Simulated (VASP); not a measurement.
# GaAs (F-43m) in VASP: density of states with PBE

Aim: the density of states of GaAs with PBE.

Everything below comes from runs of VASP 6.6.1. Logs are shortened: lines on timing, memory, paths and dates and some standing lists are left out, and cuts for length are marked.

## 1. The cell of the first run

It takes space group F-43m (No. 216, cubic). Conventional cell: a = 5.654 Å, b = 5.654 Å, c = 5.654 Å, α = 90.00°, β = 90.00°, γ = 90.00°. Ga (site symmetry -43m) has 4 As at 2.45 Å within 3.2 Å. As (site symmetry -43m) has 4 Ga at 2.45 Å within 3.2 Å.

## 2. Density of states, PBE

The input, POSCAR:

```
GaAs
1.0
    0.0000000000      2.8268500000      2.8268500000
    2.8268500000      0.0000000000      2.8268500000
    2.8268500000      2.8268500000      0.0000000000
Ga As
1 1
Direct
    0.0000000000      0.0000000000      0.0000000000
    0.2500000000      0.2500000000      0.2500000000
```

The input, INCAR.step1:

```
SYSTEM = GaAs
PREC = Accurate
ENCUT = 400
EDIFF = 1E-6
ISMEAR = 0
SIGMA = 0.01
LREAL = .FALSE.
LASPH = .TRUE.
NELM = 120
ALGO = Normal
ISIF = 2
LWAVE = .FALSE.
LCHARG = .TRUE.
GGA = PE
NBANDS = 16
GGA_COMPAT = .FALSE.
NEDOS = 2001
LORBIT = 11
```

The input, KPOINTS.step1:

```
Automatic mesh
0
G
  6 6 6
  0 0 0
```

The input, INCAR.step2:

```
SYSTEM = GaAs
PREC = Accurate
ENCUT = 400
EDIFF = 1E-6
ISMEAR = -5
SIGMA = 0.01
LREAL = .FALSE.
LASPH = .TRUE.
NELM = 120
ALGO = Normal
ISIF = 2
LWAVE = .FALSE.
LCHARG = .FALSE.
GGA = PE
LORBIT = 11
NBANDS = 16
NEDOS = 2001
ICHARG = 11
GGA_COMPAT = .FALSE.
```

The input, KPOINTS.step2:

```
Automatic mesh
0
G
  9 9 9
  0 0 0
```

Potentials or basis: VASP PAW PBE potentials, release 64 (Ga_d, As).

Launch:

```console
$ cat potpaw_PBE.64/Ga_d/POTCAR potpaw_PBE.64/As/POTCAR > POTCAR
$ cp INCAR.step1 INCAR
$ cp KPOINTS.step1 KPOINTS
$ mpirun -np 1 vasp_std > vasp.out
$ cp INCAR.step2 INCAR
$ cp KPOINTS.step2 KPOINTS
$ mpirun -np 1 vasp_std > vasp.out
```

OUTCAR:

```text
SYSTEM = GaAs
   PREC = Accurate
   ENCUT = 400
   EDIFF = 1E-6
   ISMEAR = -5
   LREAL = .FALSE.
   LASPH = .TRUE.
   NELM = 120
   ISIF = 2
   GGA = PE
   LORBIT = 11
   ICHARG = 11

 ion  position               nearest neighbor table
   1  0.000  0.000  0.000-   2 2.45   2 2.45   2 2.45   2 2.45
   2  0.250  0.250  0.250-   1 2.45   1 2.45   1 2.45   1 2.45

  LATTYP: Found a face centered cubic cell.
 ALAT       =     5.6537000000

  Lattice vectors:

 A1 = (   0.0000000000,   2.8268500000,   2.8268500000)
 A2 = (   2.8268500000,   0.0000000000,   2.8268500000)
 A3 = (   2.8268500000,   2.8268500000,   0.0000000000)

Analysis of symmetry for initial positions (statically):
=====================================================================
 Subroutine PRICEL returns:
 Original cell was already a primitive cell.

 Routine SETGRP: Setting up the symmetry group for a
 face centered cubic supercell.

 Subroutine GETGRP returns: Found 24 space group operations
 (whereof 24 operations were pure point group operations)
 out of a pool of 48 trial point group operations.

The static configuration has the point symmetry T_d .

Analysis of symmetry for dynamics (positions and initial velocities):
=====================================================================
 Subroutine PRICEL returns:
 Original cell was already a primitive cell.

 Routine SETGRP: Setting up the symmetry group for a
 face centered cubic supercell.

 Subroutine GETGRP returns: Found 24 space group operations
 (whereof 24 operations were pure point group operations)
 out of a pool of 48 trial point group operations.

The dynamic configuration has the point symmetry T_d .

 Subroutine INISYM returns: Found 24 space group operations
 (whereof 24 operations are pure point group operations),
 and found     1 'primitive' translations

----------------------------------------------------------------------------------------

                                     Primitive cell

  volume of cell :      45.1792

  direct lattice vectors                    reciprocal lattice vectors
     0.000000000  2.826850000  2.826850000    -0.176875321  0.176875321  0.176875321
     2.826850000  0.000000000  2.826850000     0.176875321 -0.176875321  0.176875321
     2.826850000  2.826850000  0.000000000     0.176875321  0.176875321 -0.176875321

  length of vectors
     3.997769609  3.997769609  3.997769609     0.306357042  0.306357042  0.306357042

  position of ions in fractional coordinates (direct lattice)
     0.000000000  0.000000000  0.000000000
     0.250000000  0.250000000  0.250000000

  ion indices of the primitive-cell ions
   primitive index   ion index
                 1           1
                 2           2

----------------------------------------------------------------------------------------

 KPOINTS: Automatic mesh

Automatic generation of k-mesh.
 Grid dimensions read from file:
 generate k-points for:    9    9    9

 Generating k-lattice:

  Cartesian coordinates                     Fractional coordinates (reciprocal lattice)
    -0.019652813  0.019652813  0.019652813     0.111111111  0.000000000  0.000000000
     0.019652813 -0.019652813  0.019652813     0.000000000  0.111111111  0.000000000
     0.019652813  0.019652813 -0.019652813     0.000000000  0.000000000  0.111111111

  Length of vectors
     0.034039671  0.034039671  0.034039671

  Shift w.r.t. Gamma in fractional coordinates (k-lattice)
     0.000000000  0.000000000  0.000000000

 TETIRR: Found    115 inequivalent tetrahedra from     4374

 Subroutine IBZKPT returns following result:
 ===========================================

 Found     35 irreducible k-points:

 Following reciprocal coordinates:
            Coordinates               Weight
  0.000000  0.000000  0.000000      1.000000
  0.111111  0.000000  0.000000      8.000000
  0.222222  0.000000  0.000000      8.000000
  0.333333  0.000000  0.000000      8.000000
  0.444444  0.000000  0.000000      8.000000
  0.111111  0.111111  0.000000      6.000000
[... 16 lines left out ...]
 -0.333333  0.333333  0.000000     12.000000
  0.444444  0.444444  0.000000      6.000000
 [... further k-points ...]
   k-points           NKPTS =     35   k-points in BZ     NKDIM =     35   number of bands    NBANDS=     16
   number of dos      NEDOS =   2001   number of ions     NIONS =      2
   total plane-waves  NPLWV =  21952
   dimension x,y,z NGX =    28 NGY =   28 NGZ =   28
   dimension x,y,z NGXF=    56 NGYF=   56 NGZF=   56
   ions per type =               1   1
   NGX,Y,Z   is equivalent  to a cutoff of  11.64, 11.64, 11.64 a.u.
   NGXF,Y,Z  is equivalent  to a cutoff of  23.29, 23.29, 23.29 a.u.
 SYSTEM =  GaAs
   PREC   = accura    normal or accurate (medium, high low for compatibility)
   ISTART =      0    job   : 0-new  1-cont  2-samecut
   ICHARG =     11    charge: 1-file 2-atom 10-const
   ISPIN  =      1    spin polarized calculation?
   LNONCOLLINEAR =      F non collinear calculations
   LSORBIT =      F    spin-orbit coupling
   LASPH  =      T    aspherical Exc in radial PAW
   ENCUT  =  400.0 eV  29.40 Ry    5.42 a.u.   6.52  6.52  6.52*2*pi/ulx,y,z
   NELM   =    120;   NELMIN=  2; NELMDL=  0     # of ELM steps
   EDIFF  = 0.1E-05   stopping-criterion for ELM
   LREAL  =      F    real-space projection
   EDIFFG = 0.1E-04   stopping-criterion for IOM
   NSW    =      0    number of steps for IOM
   IBRION =     -1    ionic relax: 0-MD 1-quasi-New 2-CG
   NFREE  =      0    steps in history (QN), initial steepest desc. (CG)
   ISIF   =      2    stress and relaxation
   ISYM   =      2    0-nonsym 1-usesym 2-fastsym
   POTIM  = 0.5000    time-step for ionic-motion
   TEBEG  =    0.0;   TEEND  =   0.0 temperature during run
   PSTRESS=    0.0 pullay stress
   NELECT =      18.0000    total number of electrons
   NUPDOWN=      -1.0000    fix difference up-down
   EMIN   =  10.00;   EMAX   =-10.00  energy-range for DOS
   EFERMI =   0.00;   METHOD = LEGACY
   ISMEAR =    -5;   SIGMA  =   0.01  broadening in eV -4-tet -1-fermi 0-gaus
   EFERMI_NEDOS =   21; number of points for ismear=-14 and -15
   IALGO  =     38    algorithm
   IMIX   =      4    mixing-type and parameters
     AMIX     =   0.40;   BMIX     =  1.00
     AMIX_MAG =   1.60;   BMIX_MAG =  1.00
  volume/ion in A,a.u.               =      22.59       152.44
  Fermi-wavevector in a.u.,A,eV,Ry     =   1.204628  2.276417 19.743799  1.451128
  Thomas-Fermi vector in A             =   2.340347
   LORBIT       =     11    0 simple, 1 ext, 2 COOP (PROOUT), +10 PAW based schemes
   GGA     = PE    functional components
   LHFCALC =     F    Hartree Fock is set to
   AEXX    =    0.0000 exact exchange contribution
   IVDW    =     0    specifies the selected vdW correction
   LEPSILON=     F    determine dielectric tensor
   LRPA    =     F    only Hartree local field effects (RPA)
 non-spin polarized calculation
 Fermi weights with tetrahedron method with Bloechl corrections
  energy-cutoff  :      400.00
  volume of cell :       45.18
 maximum number of plane-waves:       869
 NGX is ok and might be reduce to    28

 number of electron      17.9999985 magnetization

 Free energy of the ion-electron system (eV)
  ---------------------------------------------------
  ext. energy  EPLUGINS =         0.00000000
  ---------------------------------------------------
  free energy    TOTEN  =        -8.24674018 eV

  energy without entropy =       -8.24674018  energy(sigma->0) =       -8.24674018

 E-fermi :   3.9504     XC(G=0):  -9.5832

 val. band max:        3.9412609061   @ k =   0.0000   0.0000   0.0000
 cond. band min:       4.4568638068   @ k =   0.0000   0.0000   0.0000
 fundamental gap:      0.5156029007
 Fermi energy:         3.9503767942

 k-point     1 :       0.0000    0.0000    0.0000
  band No.  band energies     occupation
      1     -10.8775      2.00000
      2     -10.8775      2.00000
      3     -10.8775      2.00000
      4     -10.7975      2.00000
      5     -10.7975      2.00000
      6      -8.7863      2.00000
[... 8 lines left out ...]
     15      14.0576      0.00000
     16      14.0576      0.00000

 k-point     2 :       0.1111    0.0000    0.0000
  band No.  band energies     occupation
      1     -10.8880      2.00000
      2     -10.8744      2.00000
      3     -10.8744      2.00000
      4     -10.7973      2.00000
      5     -10.7973      2.00000
      6      -8.6415      2.00000
[... 8 lines left out ...]
     15      13.3017      0.00000
     16      13.3017      0.00000

 k-point     3 :       0.2222    0.0000    0.0000
  band No.  band energies     occupation
      1     -10.9130      2.00000
      2     -10.8677      2.00000
      3     -10.8677      2.00000
      4     -10.7969      2.00000
      5     -10.7969      2.00000
      6      -8.2302      2.00000
[... 8 lines left out ...]
     15      12.8952      0.00000
     16      12.9850      0.00000

 k-point     4 :       0.3333    0.0000    0.0000
  band No.  band energies     occupation
      1     -10.9385      2.00000
      2     -10.8614      2.00000
      3     -10.8614      2.00000
      4     -10.7956      2.00000
      5     -10.7956      2.00000
      6      -7.6380      2.00000
[... 8 lines left out ...]
     15      13.6006      0.00000
     16      13.6006      0.00000
[... 324 lines left out ...]
 k-point    22 :      -0.4444    0.3333    0.0000
  band No.  band energies     occupation
      1     -10.9764      2.00000
      2     -10.8409      2.00000
      3     -10.8350      2.00000
      4     -10.8123      2.00000
      5     -10.7893      2.00000
      6      -6.3956      2.00000
[... 8 lines left out ...]
     15      15.1917      0.00000
     16      17.5699      0.00000

 k-point    23 :      -0.3333    0.3333    0.0000
  band No.  band energies     occupation
      1     -10.9697      2.00000
      2     -10.8470      2.00000
      3     -10.8398      2.00000
      4     -10.8054      2.00000
      5     -10.7939      2.00000
      6      -6.4698      2.00000
[... 8 lines left out ...]
     15      13.5970      0.00000
     16      18.2115      0.00000

 k-point    24 :       0.4444    0.4444    0.0000
  band No.  band energies     occupation
      1     -10.9852      2.00000
      2     -10.8295      2.00000
      3     -10.8295      2.00000
      4     -10.8218      2.00000
      5     -10.7845      2.00000
      6      -6.4277      2.00000
[... 8 lines left out ...]
     15      17.0015      0.00000
     16      17.5062      0.00000

 [... further k-points ...]

------------------------ aborting loop because EDIFF is reached ----------------------------------------

  FORCE on cell =-STRESS in cart. coord.  units (eV):
  Direction    XX          YY          ZZ          XY          YZ          ZX
  --------------------------------------------------------------------------------------
  -------------------------------------------------------------------------------------
  Total        0.8864514      0.8864514      0.8864514      0.0000000      0.0000000      0.0000000
  in kB       31.4359959     31.4359959     31.4359959      0.0000000      0.0000000      0.0000000
  external PRESSURE =      31.4359959 kB  Pullay stress =       0.0000000 kB

 VOLUME and BASIS-vectors are now :
 -----------------------------------------------------------------------------
  energy-cutoff  :      400.00
  volume of cell :       45.18
      direct lattice vectors                 reciprocal lattice vectors
     0.000000000  2.826850000  2.826850000    -0.176875321  0.176875321  0.176875321
     2.826850000  0.000000000  2.826850000     0.176875321 -0.176875321  0.176875321
     2.826850000  2.826850000  0.000000000     0.176875321  0.176875321 -0.176875321

 POSITION                                       TOTAL-FORCE (eV/Angst)
 -----------------------------------------------------------------------------------
      0.00000      0.00000      0.00000        -0.000000     -0.000000      0.000000
      1.41342      1.41342      1.41342         0.000000      0.000000     -0.000000
 -----------------------------------------------------------------------------------
    total drift:                                0.000001      0.000001      0.000001

  FREE ENERGIE OF THE ION-ELECTRON SYSTEM (eV)
  ---------------------------------------------------
  free  energy   TOTEN  =        -8.2467401761 eV

  energy  without entropy=       -8.2467401761  energy(sigma->0) =       -8.24674018

 total charge

# of ion       s       p       d       tot
------------------------------------------
    1        0.883   0.804   9.994  11.681
    2        1.209   1.598   0.031   2.838
--------------------------------------------------
tot          2.092   2.401  10.025  14.519
```

Wall time 20 s (1 thread of Intel Xeon Platinum 8488C (Sapphire Rapids), shared host); peak memory 0.15 GiB.

What came out:

| Property | Result |
| --- | --- |
| Valence electrons inside the program's atomic spheres | Ga 11.68; As 2.84 |

Levels at points of the mesh, in eV from the valence-band top:
```
           k point  band 7  band 8  band 9  band 10  band 11  band 12
(0.00, 0.00, 0.00)    0.00    0.00    0.00     0.52     3.72     3.72
```
